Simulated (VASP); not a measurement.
# Sn (Immm) in VASP: further runs

Runs on Sn. Level: PBEsol. Tasks: single point.

Program: VASP 6.6.1. These are calculated values, not measurements. Logs are shortened: lines on timing, memory, paths and dates and some standing lists are left out, and cuts for length are marked.

## Step 1: The cell of the first run

Symmetry: Immm, No. 71, orthorhombic system. Conventional cell: a = 3.539 Å, b = 3.640 Å, c = 4.677 Å, α = 90.00°, β = 90.00°, γ = 90.00°. Sn (site symmetry mmm) has 14 Sn at 3.45 to 4.68 Å within 4.7 Å.

## Step 2: Single point, PBEsol (strain +0.0250 x Voigt [1, 1, 0, 0, 0, 0])

INCAR

```
  PREC = Accurate
  ENCUT = 520
  EDIFF = 1E-7
  ISMEAR = 0
  SIGMA = 0.15
  LREAL = False
  LASPH = True
  NELM = 60
  ALGO = Fast
  ISIF = 2
  LWAVE = False
  LCHARG = False
  GGA = PS
  NBANDS = 13
```

KPOINTS

```
Automatic mesh
0
Gamma
  20 20 20
```

POSCAR

```
Sn
1.0
   -1.7697024750      1.8199356750      2.3383420000
    1.7697024750     -1.8199356750      2.3383420000
    1.7697024750      1.8199356750     -2.3383420000
Sn
1
Direct
    0.0000000000      0.0000000000      0.0000000000
```

Potentials or basis: VASP PAW PBE potentials, release 64 (Sn_d).

Run with:

```bash
$ cat potpaw_PBE.64/Sn_d/POTCAR > POTCAR
$ mpirun -np 1 vasp_std > vasp.out
```

OUTCAR:

```text
PREC = Accurate
   ENCUT = 520
   EDIFF = 1E-7
   ISMEAR = 0
   LREAL = False
   LASPH = True
   NELM = 60
   ISIF = 2
   GGA = PS

 ion  position               nearest neighbor table
   1  0.000  0.000  0.000-

  LATTYP: Found a body centered orthorhombic cell.
 ALAT       =     3.5394049500
 B/A-ratio  =     1.0283851103
 C/A-ratio  =     1.3213192800

  Lattice vectors:

 A1 = (  -1.7697024750,   1.8199356750,   2.3383420000)
 A2 = (   1.7697024750,  -1.8199356750,   2.3383420000)
 A3 = (   1.7697024750,   1.8199356750,  -2.3383420000)

Analysis of symmetry for initial positions (statically):
=====================================================================
 Subroutine PRICEL returns:
 Original cell was already a primitive cell.

 Routine SETGRP: Setting up the symmetry group for a
 body centered orthorhombic supercell.

 Subroutine GETGRP returns: Found  8 space group operations
 (whereof  8 operations were pure point group operations)
 out of a pool of  8 trial point group operations.

The static configuration has the point symmetry D_2h.

Analysis of symmetry for dynamics (positions and initial velocities):
=====================================================================
 Subroutine PRICEL returns:
 Original cell was already a primitive cell.

 Routine SETGRP: Setting up the symmetry group for a
 body centered orthorhombic supercell.

 Subroutine GETGRP returns: Found  8 space group operations
 (whereof  8 operations were pure point group operations)
 out of a pool of  8 trial point group operations.

The dynamic configuration has the point symmetry D_2h.

 Subroutine INISYM returns: Found  8 space group operations
 (whereof  8 operations are pure point group operations),
 and found     1 'primitive' translations

----------------------------------------------------------------------------------------

                                     Primitive cell

  volume of cell :      30.1248

  direct lattice vectors                    reciprocal lattice vectors
    -1.769702475  1.819935675  2.338342000     0.000000000  0.274734985  0.213826720
     1.769702475 -1.819935675  2.338342000     0.282533368  0.000000000  0.213826720
     1.769702475  1.819935675 -2.338342000     0.282533368  0.274734985  0.000000000

  length of vectors
     3.451355679  3.451355679  3.451355679     0.348139596  0.354326079  0.394086812

  position of ions in fractional coordinates (direct lattice)
     0.000000000  0.000000000  0.000000000

  ion indices of the primitive-cell ions
   primitive index   ion index
                 1           1

----------------------------------------------------------------------------------------

 KPOINTS: Automatic mesh

Automatic generation of k-mesh.
 Grid dimensions read from file:
 generate k-points for:   20   20   20

 Generating k-lattice:

  Cartesian coordinates                     Fractional coordinates (reciprocal lattice)
     0.000000000  0.013736749  0.010691336     0.050000000  0.000000000  0.000000000
     0.014126668  0.000000000  0.010691336     0.000000000  0.050000000 -0.000000000
     0.014126668  0.013736749  0.000000000     0.000000000 -0.000000000  0.050000000

  Length of vectors
     0.017406980  0.017716304  0.019704341

  Shift w.r.t. Gamma in fractional coordinates (k-lattice)
     0.000000000  0.000000000  0.000000000

 Subroutine IBZKPT returns following result:
 ===========================================

 Found   1166 irreducible k-points:

 Following reciprocal coordinates:
            Coordinates               Weight
  0.000000  0.000000  0.000000      1.000000
  0.050000  0.000000  0.000000      4.000000
  0.100000  0.000000  0.000000      4.000000
  0.150000  0.000000  0.000000      4.000000
  0.200000  0.000000  0.000000      4.000000
  0.250000  0.000000  0.000000      4.000000
[... 16 lines left out ...]
 -0.450000  0.050000  0.000000      8.000000
 -0.400000  0.050000  0.000000      8.000000
 [... further k-points ...]
   k-points           NKPTS =   1166   k-points in BZ     NKDIM =   1166   number of bands    NBANDS=     13
   number of dos      NEDOS =    301   number of ions     NIONS =      1
   total plane-waves  NPLWV =  21952
   dimension x,y,z NGX =    28 NGY =   28 NGZ =   28
   dimension x,y,z NGXF=    56 NGYF=   56 NGZF=   56
   ions per type =               1
   NGX,Y,Z   is equivalent  to a cutoff of  13.49, 13.49, 13.49 a.u.
   NGXF,Y,Z  is equivalent  to a cutoff of  26.97, 26.97, 26.97 a.u.
 SYSTEM =  unknown system
   PREC   = accura    normal or accurate (medium, high low for compatibility)
   ISTART =      0    job   : 0-new  1-cont  2-samecut
   ICHARG =      2    charge: 1-file 2-atom 10-const
   ISPIN  =      1    spin polarized calculation?
   LNONCOLLINEAR =      F non collinear calculations
   LSORBIT =      F    spin-orbit coupling
   LASPH  =      T    aspherical Exc in radial PAW
   ENCUT  =  520.0 eV  38.22 Ry    6.18 a.u.   6.42  6.42  6.42*2*pi/ulx,y,z
   NELM   =     60;   NELMIN=  2; NELMDL= -5     # of ELM steps
   EDIFF  = 0.1E-06   stopping-criterion for ELM
   LREAL  =      F    real-space projection
   EDIFFG = 0.1E-05   stopping-criterion for IOM
   NSW    =      0    number of steps for IOM
   IBRION =     -1    ionic relax: 0-MD 1-quasi-New 2-CG
   NFREE  =      0    steps in history (QN), initial steepest desc. (CG)
   ISIF   =      2    stress and relaxation
   ISYM   =      2    0-nonsym 1-usesym 2-fastsym
   POTIM  = 0.5000    time-step for ionic-motion
   TEBEG  =    0.0;   TEEND  =   0.0 temperature during run
   PSTRESS=    0.0 pullay stress
   NELECT =      14.0000    total number of electrons
   NUPDOWN=      -1.0000    fix difference up-down
   EMIN   =  10.00;   EMAX   =-10.00  energy-range for DOS
   EFERMI =   0.00;   METHOD = LEGACY
   ISMEAR =     0;   SIGMA  =   0.15  broadening in eV -4-tet -1-fermi 0-gaus
   EFERMI_NEDOS =   21; number of points for ismear=-14 and -15
   IALGO  =     68    algorithm
   IMIX   =      4    mixing-type and parameters
     AMIX     =   0.40;   BMIX     =  1.00
     AMIX_MAG =   1.60;   BMIX_MAG =  1.00
  volume/ion in A,a.u.               =      30.12       203.29
  Fermi-wavevector in a.u.,A,eV,Ry     =   1.268069  2.396302 21.878139  1.607998
  Thomas-Fermi vector in A             =   2.401183
   LORBIT       =      0    0 simple, 1 ext, 2 COOP (PROOUT), +10 PAW based schemes
   GGA     = PS    functional components
   LHFCALC =     F    Hartree Fock is set to
   AEXX    =    0.0000 exact exchange contribution
   IVDW    =     0    specifies the selected vdW correction
   LEPSILON=     F    determine dielectric tensor
   LRPA    =     F    only Hartree local field effects (RPA)
 non-spin polarized calculation
 RMM-DIIS sequential band-by-band and
 Gauss-broadening in eV      SIGMA  =   0.15
  energy-cutoff  :      520.00
  volume of cell :       30.12
 maximum number of plane-waves:       829
 NGX is ok and might be reduce to    28
   NGX = 13   NGY = 13   NGZ = 13

 number of electron      14.0000002 magnetization

 Free energy of the ion-electron system (eV)
  ---------------------------------------------------
  ext. energy  EPLUGINS =         0.00000000
  ---------------------------------------------------
  free energy    TOTEN  =        -4.16993235 eV

  energy without entropy =       -4.16390658  energy(sigma->0) =       -4.16691946

 E-fermi :   6.8173     XC(G=0): -10.0284

 val. band max:        6.8166978990   @ k =  -0.3000   0.5000   0.1000
 cond. band min:       6.8219767727   @ k =   0.3000   0.2500   0.2000
 fundamental gap:      0.0052788737
 Fermi energy:         6.8173087636

 k-point     1 :       0.0000    0.0000    0.0000
  band No.  band energies     occupation
      1     -14.6396      2.00000
      2     -14.6274      2.00000
      3     -14.6006      2.00000
      4     -14.5895      2.00000
      5     -14.5468      2.00000
      6      -3.6460      2.00000
      7      13.4696      0.00000
      8      13.5599      0.00000
      9      13.9517      0.00000
     10      17.3823      0.00000
     11      17.6575      0.00000
     12      18.2362      0.00000
     13      18.2900      0.00000

 k-point     2 :       0.0500    0.0000    0.0000
  band No.  band energies     occupation
      1     -14.6384      2.00000
      2     -14.6258      2.00000
      3     -14.6004      2.00000
      4     -14.5890      2.00000
      5     -14.5472      2.00000
      6      -3.5998      2.00000
      7      12.9616      0.00000
      8      13.4919      0.00000
      9      13.8517      0.00000
     10      16.9350      0.00000
     11      18.0158      0.00000
     12      18.4167      0.00000
     13      18.8818      0.00000

 k-point     3 :       0.1000    0.0000    0.0000
  band No.  band energies     occupation
      1     -14.6352      2.00000
      2     -14.6219      2.00000
      3     -14.5999      2.00000
      4     -14.5868      2.00000
      5     -14.5481      2.00000
      6      -3.4610      2.00000
      7      11.7520      0.00000
      8      13.3950      0.00000
      9      13.5903      0.00000
     10      16.5987      0.00000
     11      18.2941      0.00000
     12      18.6822      0.00000
     13      19.7180      0.00000
[... 305 lines left out ...]
 k-point    23 :      -0.4500    0.0500    0.0000
  band No.  band energies     occupation
      1     -14.6287      2.00000
      2     -14.6185      2.00000
      3     -14.6009      2.00000
      4     -14.5273      2.00000
      5     -14.5075      2.00000
      6      -0.4061      2.00000
      7       3.3472      2.00000
      8      11.3878      0.00000
      9      12.3146      0.00000
     10      15.9471      0.00000
     11      16.3871      0.00000
     12      17.4462      0.00000
     13      18.9436      0.00000

 k-point    24 :      -0.4000    0.0500    0.0000
  band No.  band energies     occupation
      1     -14.6271      2.00000
      2     -14.6181      2.00000
      3     -14.5998      2.00000
      4     -14.5319      2.00000
      5     -14.5166      2.00000
      6      -1.0105      2.00000
      7       4.3044      2.00000
      8      11.5776      0.00000
      9      12.3358      0.00000
     10      15.9111      0.00000
     11      16.5040      0.00000
     12      17.5714      0.00000
     13      19.4076      0.00000

 [... further k-points ...]

------------------------ aborting loop because EDIFF is reached ----------------------------------------

  FORCE on cell =-STRESS in cart. coord.  units (eV):
  Direction    XX          YY          ZZ          XY          YZ          ZX
  --------------------------------------------------------------------------------------
  -------------------------------------------------------------------------------------
  Total       -0.9567656     -1.0640543     -0.9871600      0.0000000      0.0000000      0.0000000
  in kB      -50.8852394    -56.5913499    -52.5017555      0.0000000      0.0000000      0.0000000
  external PRESSURE =     -53.3261149 kB  Pullay stress =       0.0000000 kB

 VOLUME and BASIS-vectors are now :
 -----------------------------------------------------------------------------
  energy-cutoff  :      520.00
  volume of cell :       30.12
      direct lattice vectors                 reciprocal lattice vectors
    -1.769702475  1.819935675  2.338342000     0.000000000  0.274734985  0.213826720
     1.769702475 -1.819935675  2.338342000     0.282533368  0.000000000  0.213826720
     1.769702475  1.819935675 -2.338342000     0.282533368  0.274734985  0.000000000

 POSITION                                       TOTAL-FORCE (eV/Angst)
 -----------------------------------------------------------------------------------
      0.00000      0.00000      0.00000         0.000000      0.000000      0.000000
 -----------------------------------------------------------------------------------
    total drift:                               -0.000000     -0.000000     -0.000000

  FREE ENERGIE OF THE ION-ELECTRON SYSTEM (eV)
  ---------------------------------------------------
  free  energy   TOTEN  =        -4.1699323457 eV

  energy  without entropy=       -4.1639065766  energy(sigma->0) =       -4.16691946
```

Wall time 7.5 min (1 thread of Intel Xeon Platinum 8488C (Sapphire Rapids), shared host); peak memory 0.51 GiB.

What came out:

```yaml
Free_energy: -4.1699 eV
Pressure: -5.3 GPa
Band_gap_on_the_k_mesh: zero (bands 7 and 8 overlap by 8.54 eV)
```

Stress tensor (GPa, compression positive):
```
-5.09  0.00  0.00
 0.00 -5.66  0.00
 0.00  0.00 -5.25
```

Caveat: the cell differs from its parent crystal (strain +0.0250 x Voigt [1, 1, 0, 0, 0, 0]); the cell stands under tension; the PAW data sets were made with another functional, which shifts forces and pressure a little; spin-orbit coupling is left out, which moves the levels of the heavy elements.

## Step 3: Single point, PBEsol (strain +0.0750 x Voigt [1, 1, 0, 0, 0, 0])

INCAR

```
SYSTEM = Sn
PREC = Accurate
ENCUT = 520
EDIFF = 1E-6
ISMEAR = 0
SIGMA = 0.15
LREAL = .FALSE.
LASPH = .TRUE.
NELM = 100
ALGO = Fast
ISIF = 2
LWAVE = .FALSE.
LCHARG = .FALSE.
GGA = PS
NBANDS = 13
```

KPOINTS

```
regular mesh
0
G
  20 20 20
  0 0 0
```

POSCAR

```
Sn
1.0
   -1.8560294250      1.9087130250      2.3383420000
    1.8560294250     -1.9087130250      2.3383420000
    1.8560294250      1.9087130250     -2.3383420000
Sn
1
Direct
    0.0000000000      0.0000000000      0.0000000000
```

Potentials or basis: VASP PAW PBE potentials, release 64 (Sn_d).

Run with:

```bash
$ cat potpaw_PBE.64/Sn_d/POTCAR > POTCAR
$ mpirun -np 1 vasp_std > vasp.out
```

It took 5.8 min on 1 thread of Intel Xeon Platinum 8488C (Sapphire Rapids), shared host; peak memory 0.54 GiB.

It converged, with:

```yaml
Free_energy: -4.0468 eV
Pressure: -7.4 GPa
Band_gap_on_the_k_mesh: zero (bands 7 and 8 overlap by 7.70 eV)
```

Stress tensor (GPa, compression positive):
```
-7.45  0.00  0.00
 0.00 -7.63  0.00
 0.00  0.00 -7.06
```

Levels at points of the mesh, in eV from the Fermi level:
```csv
k point,band 5,band 6,band 7,band 8,band 9,band 10
"(0.00, 0.00, 0.00)",-21.35,-9.85,6.05,6.06,6.42,10.39
"(0.50, 0.00, 0.00)",-21.32,-6.61,-3.68,4.07,5.39,8.20
"(0.00, 0.50, 0.00)",-21.32,-6.42,-3.63,3.73,5.05,7.79
"(0.50, 0.50, 0.00)",-21.30,-5.60,-3.15,2.00,2.77,5.47
"(0.50, 0.50, 0.50)",-21.31,-4.29,-2.13,0.68,1.20,4.01
```

Caveat: the cell differs from its parent crystal (strain +0.0750 x Voigt [1, 1, 0, 0, 0, 0]); the cell stands under tension; the PAW data sets were made with another functional, which shifts forces and pressure a little; spin-orbit coupling is left out, which moves the levels of the heavy elements.
